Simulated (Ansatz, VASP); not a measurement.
# One calculation of C, two programs

```
C
1.0
     0.00000    1.74380    1.74380
     1.74380    0.00000    1.74380
     1.74380    1.74380    0.00000
C
2
Direct
  0.00000 0.00000 0.00000
  0.25000 0.25000 0.25000
```

Alike in both runs: task single point; functional r2SCAN; k mesh 12 × 12 × 12; occupations gaussian, width 0.02 eV; no spin polarisation.

|  | VASP | Ansatz |
| --- | --- | --- |
| version | VASP 6.6.1 | Ansatz 0.2.0 |
| potentials or method | VASP PAW PBE potentials, release 64 (C), cutoff 660 eV | scalar-relativistic, plane waves, PAW |
| valence electrons in the cell | 8 | 8 |

Ansatz gave:

```
gap on the k mesh at the Fermi level (eV) : 4.54
least direct gap on the mesh (eV)         : 6.07
```

Task: Which values does VASP return?

Result: gap on the k mesh at the Fermi level (eV): 4.51; least direct gap on the mesh (eV): 6.02.

VASP's potentials were made for PBE, not for r2SCAN. The functional is the same, so the differences come from potentials, cutoffs and numerics.
